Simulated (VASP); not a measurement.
A run of VASP 6.6.1:

Contents of INCAR:

```
SYSTEM = CaGe2N3
  ALGO = Normal
  EDIFF = 1E-6
  ENCUT = 520
  GGA = PE
  ISIF = 2
  ISMEAR = 0
  LASPH = .True.
  LCHARG = .False.
  LREAL = .False.
  LWAVE = .False.
  NBANDS = 36
  NELM = 100
  PREC = Accurate
  SIGMA = 0.1
```

The input KPOINTS:

```
k-points
0
Gamma
  6 6 2
  0 0 0
```

The input POSCAR:

```
CaGe2N3
1.0
    3.5493131400      0.0000000000      0.0000000000
   -1.7746565700      3.0737953500      0.0000000000
    0.0000000000      0.0000000000      8.6502494500
Ca Ge N
1 2 3
Direct
    0.0000000000      0.0000000000      0.0000000000
    0.3333333300      0.6666666700      0.6741914200
    0.6666666700      0.3333333300      0.3258085800
    0.0000000000      0.0000000000      0.5000000000
    0.3333333300      0.6666666700      0.1517480900
    0.6666666700      0.3333333300      0.8482519100
```

Potentials or basis: VASP PAW PBE potentials, release 64 (Ca_sv, Ge_d, N).

Command:

```sh
$ cat potpaw_PBE.64/Ca_sv/POTCAR potpaw_PBE.64/Ge_d/POTCAR potpaw_PBE.64/N/POTCAR > POTCAR
$ mpirun -np 1 vasp_std > vasp.out
```

Hardware: 1 thread of Intel(R) Xeon(R) Platinum 8375C CPU @ 2.90GHz (Ice Lake), with other jobs on the host.

Question: Estimate the wall time of this run.

Answer: Run time: 50 s on 1 thread of Intel(R) Xeon(R) Platinum 8375C CPU @ 2.90GHz (Ice Lake), on a shared host, peak memory 0.23 GiB. Counts: scf iterations 15, k points 14.
